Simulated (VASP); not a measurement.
# CoO (Fm-3m) in VASP: notebook

CoO is run at these levels: PBE; tasks: single point.

All numbers are computed with VASP 6.6.1; they aren't measurements. Logs are shortened: lines on timing, memory, paths and dates and some standing lists are left out, and cuts for length are marked.

### Step 1. The cell of the first run

Symmetry: Fm-3m, No. 225, cubic system. Conventional cell: a = 4.206 Å, b = 4.206 Å, c = 4.206 Å, α = 90.00°, β = 90.00°, γ = 90.00°. Co (site symmetry m-3m) has 6 O at 2.10 Å within 2.8 Å. Within 2.8 Å of O (site symmetry m-3m) lie 6 Co at 2.10 Å.

### Step 2. Single point, PBE, collinear spin, ferromagnetic start

File INCAR:

```
PREC = Accurate
ENCUT = 600
EDIFF = 1E-6
ISMEAR = -1
SIGMA = 0.1
LREAL = F
LASPH = T
NELM = 200
ALGO = Normal
ISIF = 2
LWAVE = F
LCHARG = T
ISPIN = 2
MAGMOM = 2.59 0.29
LORBIT = 11
LMAXMIX = 4
GGA = PE
LELF = T
LVHAR = T
NBANDS = 18
GGA_COMPAT = F
```

File KPOINTS:

```
Automatic mesh
0
Gamma
  6 6 6
```

File POSCAR:

```
CoO
1.0
    0.0000000000      2.1030000000      2.1030000000
    2.1030000000      0.0000000000      2.1030000000
    2.1030000000      2.1030000000      0.0000000000
Co O
1 1
Direct
    0.0000000000      0.0000000000      0.0000000000
    0.5000000000      0.5000000000      0.5000000000
```

Potentials or basis: VASP PAW PBE potentials, release 64 (Co, O).

The run is started by

```
cat potpaw_PBE.64/Co/POTCAR potpaw_PBE.64/O/POTCAR > POTCAR
mpirun -np 1 vasp_std > vasp.out
```

OUTCAR:

```text
PREC = Accurate
   ENCUT = 600
   EDIFF = 1E-6
   ISMEAR = -1
   LREAL = F
   LASPH = T
   NELM = 200
   ISIF = 2
   ISPIN = 2
   LORBIT = 11
   GGA = PE

 ion  position               nearest neighbor table
   1  0.000  0.000  0.000-   2 2.10   2 2.10   2 2.10   2 2.10   2 2.10   2 2.10
   2  0.500  0.500  0.500-   1 2.10   1 2.10   1 2.10   1 2.10   1 2.10   1 2.10

  LATTYP: Found a face centered cubic cell.
 ALAT       =     4.2060000000

  Lattice vectors:

 A1 = (   0.0000000000,   2.1030000000,   2.1030000000)
 A2 = (   2.1030000000,   0.0000000000,   2.1030000000)
 A3 = (   2.1030000000,   2.1030000000,   0.0000000000)

Analysis of symmetry for initial positions (statically):
=====================================================================
 Subroutine PRICEL returns:
 Original cell was already a primitive cell.

 Routine SETGRP: Setting up the symmetry group for a
 face centered cubic supercell.

 Subroutine GETGRP returns: Found 48 space group operations
 (whereof 48 operations were pure point group operations)
 out of a pool of 48 trial point group operations.

The static configuration has the point symmetry O_h .

Analysis of symmetry for dynamics (positions and initial velocities):
=====================================================================
 Subroutine PRICEL returns:
 Original cell was already a primitive cell.

 Routine SETGRP: Setting up the symmetry group for a
 face centered cubic supercell.

 Subroutine GETGRP returns: Found 48 space group operations
 (whereof 48 operations were pure point group operations)
 out of a pool of 48 trial point group operations.

The dynamic configuration has the point symmetry O_h .

Analysis of structural, dynamic, and magnetic symmetry:
=====================================================================
 Subroutine PRICEL returns:
 Original cell was already a primitive cell.

 Routine SETGRP: Setting up the symmetry group for a
 face centered cubic supercell.

 Subroutine GETGRP returns: Found 48 space group operations
 (whereof 48 operations were pure point group operations)
 out of a pool of 48 trial point group operations.

The overall configuration has the point symmetry O_h .

 Subroutine INISYM returns: Found 48 space group operations
 (whereof 48 operations are pure point group operations),
 and found     1 'primitive' translations

----------------------------------------------------------------------------------------

                                     Primitive cell

[... 105 lines left out ...]
   LORBIT       =     11    0 simple, 1 ext, 2 COOP (PROOUT), +10 PAW based schemes
   GGA     = PE    functional components
   LHFCALC =     F    Hartree Fock is set to
   AEXX    =    0.0000 exact exchange contribution
   IVDW    =     0    specifies the selected vdW correction
   LEPSILON=     F    determine dielectric tensor
   LRPA    =     F    only Hartree local field effects (RPA)
 spin polarized calculation
  energy-cutoff  :      600.00
  volume of cell :       18.60
 maximum number of plane-waves:       636
   NGX = 11   NGY = 11   NGZ = 11

 number of electron      14.9999998 magnetization       2.7216618

 Free energy of the ion-electron system (eV)
  ---------------------------------------------------
  ext. energy  EPLUGINS =         0.00000000
  ---------------------------------------------------
  free energy    TOTEN  =       -13.11604644 eV

  energy without entropy =      -13.00642497  energy(sigma->0) =      -13.06123571

 E-fermi :   8.4485     XC(G=0): -12.6284

 val. band max:        8.3936877719   @ k =  -0.3333   0.5000   0.1667
 cond. band min:       8.4527090246   @ k =   0.5000   0.3333   0.1667
 fundamental gap:      0.0590212527
 Fermi energy:         8.4484707577

 spin component 1

 k-point     1 :       0.0000    0.0000    0.0000
  band No.  band energies     occupation
      1     -12.1033      1.00000
      2       5.1581      1.00000
      3       5.1581      1.00000
      4       5.1581      1.00000
      5       5.2611      1.00000
      6       5.2611      1.00000
[... 312 lines left out ...]
      4       2.6043      1.00000
      5       5.7795      1.00000
      6       6.0551      1.00000
[... 10 lines left out ...]
     17      39.5576      0.00000
     18      40.2342      0.00000
 Fermi energy:         8.4484707577

 spin component 2

 k-point     1 :       0.0000    0.0000    0.0000
  band No.  band energies     occupation
      1     -11.6768      1.00000
      2       5.6326      1.00000
      3       5.6326      1.00000
      4       5.6326      1.00000
      5       7.2692      0.99999
      6       7.2693      0.99999
[... 313 lines left out ...]
      5       7.3697      0.99998
      6       8.3937      0.63363
[... 10 lines left out ...]
     17      40.2986      0.00000
     18      40.3038      0.00000

------------------------ aborting loop because EDIFF is reached ----------------------------------------

  FORCE on cell =-STRESS in cart. coord.  units (eV):
  Direction    XX          YY          ZZ          XY          YZ          ZX
  --------------------------------------------------------------------------------------
  -------------------------------------------------------------------------------------
  Total        0.4303227      0.4303227      0.4303227      0.0000000      0.0000000     -0.0000000
  in kB       37.0644036     37.0644036     37.0644036      0.0000000      0.0000000     -0.0000000
  external PRESSURE =      37.0644036 kB  Pullay stress =       0.0000000 kB

 VOLUME and BASIS-vectors are now :
 -----------------------------------------------------------------------------
  energy-cutoff  :      600.00
  volume of cell :       18.60
      direct lattice vectors                 reciprocal lattice vectors
     0.000000000  2.103000000  2.103000000    -0.237755587  0.237755587  0.237755587
     2.103000000  0.000000000  2.103000000     0.237755587 -0.237755587  0.237755587
     2.103000000  2.103000000  0.000000000     0.237755587  0.237755587 -0.237755587

 POSITION                                       TOTAL-FORCE (eV/Angst)
 -----------------------------------------------------------------------------------
      0.00000      0.00000      0.00000         0.000000      0.000000      0.000000
      2.10300      2.10300      2.10300        -0.000000      0.000000     -0.000000
 -----------------------------------------------------------------------------------
    total drift:                                0.000000     -0.000000     -0.000000

  FREE ENERGIE OF THE ION-ELECTRON SYSTEM (eV)
  ---------------------------------------------------
  free  energy   TOTEN  =       -13.1160464410 eV

  energy  without entropy=      -13.0064249694  energy(sigma->0) =      -13.06123571

 total charge

# of ion       s       p       d       tot
------------------------------------------
    1        0.304   0.381   7.184   7.868
    2        1.554   3.438   0.000   4.992
--------------------------------------------------
tot          1.857   3.818   7.184  12.860

 magnetization (x)

# of ion       s       p       d       tot
------------------------------------------
    1        0.021   0.019   2.388   2.428
    2        0.029   0.219   0.000   0.248
--------------------------------------------------
tot          0.050   0.238   2.388   2.676
```

It took 36 s on 1 thread of AMD EPYC, shared host; peak memory 0.12 GiB.

Results:

```yaml
Free_energy: -13.1160 eV
Pressure: 3.7 GPa
Net_moment: 2.72 μB per cell
Site_moments: Co +2.43; O +0.25 μB
Valence_electrons_inside_the_program's_atomic_spheres: Co 7.87; O 4.99
```

Levels at points of the mesh, in eV from the Fermi level:
Spin up:
```
           k point  band 7  band 8  band 9  band 10  band 11  band 12
(0.00, 0.00, 0.00)   -3.02   -3.02   -3.02     1.21    16.98    18.46
(0.50, 0.00, 0.00)   -1.67    0.26    0.26     5.16     9.71    13.72
(0.50, 0.50, 0.00)   -2.24   -1.92   -1.92     6.16    10.06    11.90
```
Spin down:
| k point | band 4 | band 5 | band 6 | band 7 | band 8 | band 9 |
| --- | --- | --- | --- | --- | --- | --- |
| (0.00, 0.00, 0.00) | -2.82 | -1.18 | -1.18 | -1.18 | 0.01 | 0.01 |
| (0.50, 0.00, 0.00) | -4.94 | -0.14 | -0.14 | 0.17 | 2.76 | 2.76 |
| (0.50, 0.50, 0.00) | -4.10 | -2.38 | 0.13 | 0.13 | 0.51 | 1.03 |

Caveat: the k points lie up to 0.43 Å⁻¹ apart; a cell with one magnetic atom can't hold antiferromagnetic order, which such compounds often take; semilocal functionals often make such compounds metallic where correlation or magnetic order opens a gap, which also shifts bond lengths.

### Step 3. Single point, PBE, collinear spin, ferromagnetic start

File INCAR:

```
SYSTEM = CoO
  PREC = Accurate
  ENCUT = 600
  EDIFF = 1E-6
  ISMEAR = -1
  SIGMA = 0.1
  LREAL = .False.
  LASPH = .True.
  NELM = 200
  ALGO = Normal
  ISIF = 2
  LWAVE = .False.
  LCHARG = .True.
  ISPIN = 2
  MAGMOM = 2.59 0.29
  LORBIT = 11
  LMAXMIX = 4
  GGA = PE
  LELF = .True.
  LVHAR = .True.
  NBANDS = 18
  GGA_COMPAT = .False.
```

File KPOINTS:

```
regular mesh
0
Gamma
  6 6 6
  0 0 0
```

POSCAR is that of step 2.

Potentials or basis: VASP PAW PBE potentials, release 64 (Co, O).

The run is started by

```
cat potpaw_PBE.64/Co/POTCAR potpaw_PBE.64/O/POTCAR > POTCAR
mpirun -np 1 vasp_std > vasp.out
```

Run time: 38 s. Hardware: 1 thread of AMD EPYC, shared host; peak memory 0.12 GiB.

Results (log left out):

```
Free energy                                           : -13.1160 eV
Pressure                                              : 3.7 GPa
Net moment                                            : 2.72 μB per cell
Site moments                                          : Co +2.43; O +0.25 μB
Valence electrons inside the program's atomic spheres : Co 7.87; O 4.99
```

Levels at points of the mesh, in eV from the Fermi level:
Spin up:
```tsv
k point	band 6	band 7	band 8	band 9	band 10	band 11	band 12	band 13
(0.00, 0.00, 0.00)	-3.19	-3.02	-3.02	-3.02	1.21	16.98	18.46	18.46
(0.50, 0.00, 0.00)	-2.23	-1.67	0.26	0.26	5.16	9.71	13.72	13.72
(0.50, 0.50, 0.00)	-2.81	-2.24	-1.92	-1.92	6.16	10.06	11.90	16.21
```
Spin down:
```tsv
k point	band 4	band 5	band 6	band 7	band 8	band 9
(0.00, 0.00, 0.00)	-2.82	-1.18	-1.18	-1.18	0.01	0.01
(0.50, 0.00, 0.00)	-4.94	-0.14	-0.14	0.17	2.76	2.76
(0.50, 0.50, 0.00)	-4.10	-2.38	0.13	0.13	0.51	1.03
```

Caveat: the k points lie up to 0.43 Å⁻¹ apart; a cell with one magnetic atom can't hold antiferromagnetic order, which such compounds often take; semilocal functionals often make such compounds metallic where correlation or magnetic order opens a gap, which also shifts bond lengths.
